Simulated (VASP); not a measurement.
A run of VASP 6.6.1 is set up as follows.

INCAR

```
PREC     = Accurate       # precision mode
ENCUT    = 520            # plane-wave cutoff, eV
EDIFF    = 1E-7           # SCF threshold, eV
ISMEAR   = 1              # smearing method
SIGMA    = 0.02           # smearing width, eV
LREAL    = False          # projectors in reciprocal space
LASPH    = True           # aspherical terms in the spheres
NELM     = 80             # most SCF steps
ALGO     = Normal         # electronic algorithm
ISIF     = 2              # what is computed and relaxed
LWAVE    = False          # write WAVECAR
LCHARG   = True           # write CHGCAR
GGA      = PS             # functional
LELF     = True           # ELF
LVHAR    = True         
NBANDS   = 20             # bands
```

The input KPOINTS:

```
regular mesh
0
Gamma
  8 8 8
```

Contents of POSCAR:

```
SnO2
1.0
    1.5756107294      0.9096792739      4.6774457638
   -1.5756107294      0.9096792739      4.6774457638
    0.0000000000     -1.8193585477      4.6774457638
Sn O
1 2
Direct
    0.5000000000      0.5000000000      0.5000000000
    0.2371700000      0.2371700000      0.2371700000
    0.7628300000      0.7628300000      0.7628300000
```

Potentials or basis: VASP PAW PBE potentials, release 64 (Sn_d, O).

The run is started by

```sh
$ cat potpaw_PBE.64/Sn_d/POTCAR potpaw_PBE.64/O/POTCAR > POTCAR
$ mpirun -np 1 vasp_std > vasp.out
```

(1) Predict the pressure.

(2) Predict the band gap on the k mesh.

(3) Estimate the largest force.

Results:

(1) 8.0 GPa.

(2) 2.37 eV, indirect (least direct gap 2.57 eV).

(3) 0.560 eV/Å.

Caveat: the PAW data sets were made with another functional, which shifts forces and pressure a little; spin-orbit coupling is left out, which moves the levels of the heavy elements.
